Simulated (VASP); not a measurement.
Runs of VASP 6.6.1 on Lu. The structure is that of space group P6_3/mmc (No. 194), or close to it. The cells are those of the table. 

| task | level | cell | gap on the mesh (eV) | pressure (GPa) |
| --- | --- | --- | --- | --- |
| single point | LDA | a = 3.510, b = 3.510, c = 5.567 Å, angles 90.0, 90.0, 120.0°, 2 atoms | none | -5.7 |
| single point | PBEsol | a = 3.510, b = 3.510, c = 5.567 Å, angles 90.0, 90.0, 120.0°, 2 atoms | none | -3.2 |
| single point | LDA | a = 3.556, b = 3.556, c = 5.640 Å, angles 90.0, 90.0, 120.0°, 2 atoms | none | (a) |
| electric field gradients | LDA | a = 3.510, b = 3.510, c = 5.567 Å, angles 90.0, 90.0, 120.0°, 2 atoms | none | -5.7 |

Alike in all rows: potentials or basis VASP PAW PBE potentials, release 64 (Lu); no spin polarisation; k mesh 13 × 13 × 8; cutoff (eV) 520; smearing fermi-dirac 0.03 eV.

Task: Estimate the missing entries.

Result: (a) -6.9.

Caveats: the cell stands under tension; the PAW data sets were made with another functional, which shifts forces and pressure a little; spin-orbit coupling is left out, which moves the levels of the heavy elements.

A k mesh can miss the band edges, and the runs leave out spin-orbit coupling on Lu.

A gap of «none» marks levels without a gap at the run's occupations.
